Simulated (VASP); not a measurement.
Write the native input for VASP 6.6.1 that does the following.

| Quantity | Value |
| --- | --- |
| Task | single point |
| Functional | PBE |
| Potentials or basis | VASP PAW PBE potentials, release 64 (Rb_sv, Br) |
| Cutoff | 520 eV |
| k mesh | 6 × 6 × 6 |
| Occupations | gaussian, width 0.05 eV |
| Spin | no spin polarisation |
| Dipole correction | no |
| Further INCAR settings | ALGO = Normal; EDIFF = 1e-07; NBANDS = 15 |

The structure of RbBr lies in POSCAR:

```
RbBr
1.0
    4.1939563175      0.0021423055      0.0055275780
    0.0021423055      4.1924303854     -0.0012905168
    0.0055275780     -0.0012905168      4.2002913622
Rb Br
1 1
Direct
    0.0005031796     -0.0002295872      0.0004536511
    0.4994968204      0.5002295872      0.4995463489
```

This cell differs from its parent crystal: atom 2 moved 1.20 Å, then relaxed in part.

One way to write it, as run:

INCAR

```
PREC = Accurate
ENCUT = 520
EDIFF = 1E-7
ISMEAR = 0
SIGMA = 0.05
LREAL = False
LASPH = True
NELM = 60
ALGO = Normal
ISIF = 2
LWAVE = False
LCHARG = False
GGA = PE
NBANDS = 15
```

KPOINTS

```
regular mesh
0
Gamma
  6 6 6
```

Potentials or basis: VASP PAW PBE potentials, release 64 (Rb_sv, Br).

The run is started by

```console
$ cat potpaw_PBE.64/Rb_sv/POTCAR potpaw_PBE.64/Br/POTCAR > POTCAR
$ mpirun -np 1 vasp_std > vasp.out
```

It gave:

* Pressure: 0.0 GPa
* Largest force: 0.004 eV/Å
* Band gap on the k mesh: 3.92 eV, indirect (least direct gap 4.07 eV)

Caveat: the cell differs from its parent crystal (atom 2 moved 1.20 Å, then relaxed in part).

Wall time 36 s on 1 thread of Intel(R) Xeon(R) Platinum 8559C (Emerald Rapids), with other jobs on the host, peak memory 0.26 GiB.
